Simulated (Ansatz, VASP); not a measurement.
Two plane-wave programs on Ge

Contents of INCAR:

```
PREC     = Accurate       # precision mode
ENCUT    = 520            # plane-wave cutoff, eV
EDIFF    = 1E-6           # SCF threshold, eV
ISMEAR   = 0              # smearing method
SIGMA    = 0.15           # smearing width, eV
LREAL    = F              # projectors in reciprocal space
LASPH    = T              # aspherical terms in the spheres
NELM     = 60             # most SCF steps
ALGO     = Normal         # electronic algorithm
ISIF     = 2              # what is computed and relaxed
LWAVE    = F              # write WAVECAR
LCHARG   = F              # write CHGCAR
GGA      = PE             # functional
NBANDS   = 21             # bands
```

The input KPOINTS:

```
regular mesh
0
Gamma
  18 18 18
```

Contents of POSCAR:

```
Ge
1.0
    0.0000000000      2.7941187278      2.9669508140
    2.7941187278      0.0000000000      2.9669508140
    2.7941187278      2.7941187278      0.0000000000
Ge
2
Direct
    0.5000000000      0.5000000000      0.5000000000
    0.7500000000      0.7500000000      0.7500000000
```

Input for Ansatz:

```yaml
crystal:
  lattice:
    - [0.0, 2.7941187278, 2.966950814]
    - [2.7941187278, 0.0, 2.966950814]
    - [2.7941187278, 2.7941187278, 0.0]
  atoms:
    - { symbol: Ge, position: [0.5, 0.5, 0.5] }
    - { symbol: Ge, position: [0.75, 0.75, 0.75] }
basis:
  ecutwfc: 420
kpoints:
  mp_grid: { grid: [18, 18, 18] }
hamiltonian:
  xc: pbe
scf:
  occupations: { method: gaussian, width: 0.15 }
output:
  forces: true
  stress: true
  eigenvalues: true
```

Change from the starting cell: strain -0.030 along x and y, +0.030 along z, atoms carried along.

Alike in both runs: task single point; functional PBE; k mesh 18 × 18 × 18; occupations gaussian, width 0.15 eV; no spin polarisation.

|  | VASP | Ansatz |
| --- | --- | --- |
| version | VASP 6.6.1 | Ansatz 0.2.0 |
| potentials or method | VASP PAW PBE potentials, release 64 (Ge_d), cutoff 520 eV | scalar-relativistic, plane waves, PAW |
| valence electrons in the cell | 28 | 28 |

Ansatz gave:

* gap on the k mesh at the Fermi level (eV): none
* pressure (GPa): 2.0
* traceless stress, the component that is largest in VASP (GPa): -3.03

Problem. Estimate VASP's values.

Solution. gap on the k mesh at the Fermi level (eV): none; pressure (GPa): 1.9; traceless stress, the component that is largest in VASP (GPa): -3.04.

A gap of «none» marks a metal or a gap that the smearing closes.
